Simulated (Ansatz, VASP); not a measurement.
## PbS: VASP beside Ansatz

INCAR

```
PREC     = Accurate       # precision mode
ENCUT    = 520            # plane-wave cutoff, eV
EDIFF    = 1E-7           # SCF threshold, eV
ISMEAR   = -1             # smearing method
SIGMA    = 0.01           # smearing width, eV
LREAL    = F              # projectors in reciprocal space
LASPH    = T              # aspherical terms in the spheres
NELM     = 100            # most SCF steps
ALGO     = Normal         # electronic algorithm
ISIF     = 2              # what is computed and relaxed
LWAVE    = F              # write WAVECAR
LCHARG   = F              # write CHGCAR
GGA      = CA             # functional
NBANDS   = 17             # bands
```

Contents of KPOINTS:

```
regular mesh
0
Gamma
  7 7 7
```

Contents of POSCAR:

```
PbS
1.0
    0.0000000000      2.9650000000      2.9650000000
    2.9650000000      0.0000000000      2.9650000000
    2.9650000000      2.9650000000      0.0000000000
Pb S
1 1
Direct
    0.0000000000      0.0000000000      0.0000000000
    0.5000000000      0.5000000000      0.5000000000
```

Input for Ansatz:

```yaml
crystal:
  lattice:
    - [0.0, 2.965, 2.965]
    - [2.965, 0.0, 2.965]
    - [2.965, 2.965, 0.0]
  atoms:
    - { symbol: Pb, position: [0.0, 0.0, 0.0] }
    - { symbol: S, position: [0.5, 0.5, 0.5] }
kpoints:
  mp_grid: { grid: [7, 7, 7] }
  band_path:
    path:
      - [0.0, 0.0, 0.0]
      - [0.5, 0.0, 0.5]
      - [0.625, 0.25, 0.625]
      - [0.375, 0.375, 0.75]
      - [0.0, 0.0, 0.0]
      - [0.5, 0.5, 0.5]
      - [0.5, 0.25, 0.75]
      - [0.5, 0.0, 0.5]
    npoints: 14
scf:
  occupations: { method: fermi_dirac, width: 0.01 }
hamiltonian:
  xc: lda
  pseudopotentials: { kind: all_electron, lapw: { basis_error: 0.00025 } }
output:
  forces: true
  stress: true
  eigenvalues: true
  fatbands: true
  populations: true
  dos: { projected: true, de: 0.2, e_range: [-14, 8] }
```

Alike in both runs: task single point; functional LDA; k mesh 7 × 7 × 7; occupations fermi-dirac, width 0.01 eV; no spin polarisation.

```csv
,VASP,Ansatz
version,VASP 6.6.1,Ansatz 0.2.0
potentials or method,"VASP PAW LDA potentials, release 64 (Pb_d, S), cutoff 520 eV","all-electron LAPW, scalar-relativistic"
```

|  | VASP | Ansatz | Ansatz less VASP |
| --- | --- | --- | --- |
| pressure (GPa) | -2.6 | -2.6 | -0.03 |

LDA's correlation is that of Perdew and Zunger in VASP and of Perdew and Wang (1992) in Ansatz. Ansatz ran all-electron here, and VASP with PAW potentials.

Spin-orbit coupling is off throughout.
